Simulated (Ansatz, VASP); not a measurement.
## Cu in VASP and in Ansatz

The input INCAR:

```
SYSTEM = Cu
  ALGO = Normal
  EDIFF = 1E-6
  ENCUT = 520
  GGA = PS
  ISIF = 2
  ISMEAR = -1
  LASPH = .True.
  LCHARG = .True.
  LELF = .True.
  LREAL = .False.
  LVHAR = .True.
  LWAVE = .False.
  NBANDS = 18
  NELM = 80
  PREC = Accurate
  SIGMA = 0.05
```

Contents of KPOINTS:

```
k-points
0
Gamma
  9 9 9
  0 0 0
```

Contents of POSCAR:

```
Cu
1.0
    1.2184636900     -3.9763780104      0.0000000000
    1.2184636900      3.9763780104      0.0000000000
    0.0000000000      0.0000000000      2.5002504787
Cu
2
Direct
    0.8661333500      0.1338666500      0.7500000000
    0.1338666500      0.8661333500      0.2500000000
```

The input input.yaml:

```yaml
crystal:
  lattice:
    - [1.21846369, -3.9763780104, 0.0]
    - [1.21846369, 3.9763780104, 0.0]
    - [0.0, 0.0, 2.5002504787]
  atoms:
    - { symbol: Cu, position: [0.86613335, 0.13386665, 0.75] }
    - { symbol: Cu, position: [0.13386665, 0.86613335, 0.25] }
hamiltonian:
  xc: pbesol
  pseudopotentials: { kind: paw }
kpoints:
  mp_grid: { grid: [9, 9, 9] }
scf:
  occupations: { method: fermi_dirac, width: 0.05 }
output:
  forces: true
  stress: true
  eigenvalues: true
```

Alike in both runs: task single point; functional PBEsol; k mesh 9 × 9 × 9; occupations fermi-dirac, width 0.05 eV; no spin polarisation.

```csv
,VASP,Ansatz
version,VASP 6.6.1,Ansatz 0.2.0
potentials or method,"VASP PAW PBE potentials, release 64 (Cu)",Ansatz PAW
plane-wave cutoff (eV),520,420
valence electrons in the cell,22,38
```

Ansatz gave:

```
gap on the k mesh at the Fermi level (eV)                     : none
pressure (GPa)                                                : -2.9
traceless stress, the component that is largest in VASP (GPa) : 1.75
rms of the force components (eV/Å)                            : 0.007
```

Problem. What did VASP give for the same quantities?

Solution. gap on the k mesh at the Fermi level (eV): none; pressure (GPa): -2.2; traceless stress, the component that is largest in VASP (GPa): 1.68; rms of the force components (eV/Å): 0.005.

VASP's potentials were made for PBE, not for PBEsol. Atom by atom the forces differ by 0.002 eV/Å (rms over components). A gap of «none» marks a metal or a gap that the smearing closes. The functional is the same, so the differences come from potentials, cutoffs and numerics. VASP's potentials hold 22 valence electrons a cell and Ansatz's 38, so a difference there can come from the potentials and not from the codes.
